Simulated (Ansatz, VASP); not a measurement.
SnTe: VASP beside Ansatz

```
CELL_PARAMETERS angstrom
0.00000 3.11793 3.11793
3.11793 0.00000 3.11793
3.11793 3.11793 0.00000
ATOMIC_POSITIONS crystal
Sn 0.00000 0.00000 0.00000
Te 0.50000 0.50000 0.50000
```

Alike in both runs: task single point; functional LDA; k mesh 10 × 10 × 10; occupations gaussian, width 0.01 eV; no spin polarisation.

|  | VASP | Ansatz |
| --- | --- | --- |
| version | VASP 6.6.1 | Ansatz 0.2.0 |
| potentials or method | VASP PAW LDA potentials, release 64 (Sn_d, Te), cutoff 500 eV | scalar-relativistic, plane waves, PAW |
| valence electrons in the cell | 20 | 30 |

Ansatz gave:

* gap on the k mesh at the Fermi level (eV): 0.20
* least direct gap on the mesh (eV): 0.20
* pressure (GPa): 0.0

Estimate VASP's values.

gap on the k mesh at the Fermi level (eV): 0.21; least direct gap on the mesh (eV): 0.21; pressure (GPa): 0.0.

LDA's correlation is that of Perdew and Zunger in VASP and of Perdew and Wang (1992) in Ansatz. VASP's potentials hold 20 valence electrons a cell and Ansatz's 30, so a difference there can come from the potentials and not from the codes.

Spin-orbit coupling is off throughout.
